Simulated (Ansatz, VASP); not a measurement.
**One calculation of SiC, two programs**

```
Si C
1.0
     3.07600    0.00000    0.00000
    -1.53800    2.66389    0.00000
     0.00000    0.00000    5.04800
Si C
2 2
Direct
  0.33333 0.66667 0.00449
  0.66667 0.33333 0.50449
  0.33333 0.66667 0.38051
  0.66667 0.33333 0.88051
```

Alike in both runs: task electric field gradients; functional LDA; k mesh 10 × 10 × 6; occupations fermi-dirac, width 0.02 eV; no spin polarisation.

|  | VASP | Ansatz |
| --- | --- | --- |
| version | VASP 6.6.1 | Ansatz 0.2.0 |
| potentials or method | VASP PAW LDA potentials, release 64 (Si, C) | plane-wave PAW, scalar-relativistic |
| plane-wave cutoff (eV) | 520 | 420 |
| valence electrons in the cell | 16 | 16 |

|  | VASP | Ansatz | Ansatz less VASP |
| --- | --- | --- | --- |
| gap on the k mesh at the Fermi level (eV) | 2.31 | 2.33 | +0.014 |
| pressure (GPa) | -3.9 | -4.3 | -0.40 |
| rms of the force components (eV/Å) | 0.008 | 0.008 | -0.0003 |
| size of Vzz on the site where it differs most (V/Å²) | 3.5 | 3.2 | -0.24 |

LDA's correlation is that of Perdew and Zunger in VASP and of Perdew and Wang (1992) in Ansatz. Atom by atom the forces differ by 0.000 eV/Å (rms over components).
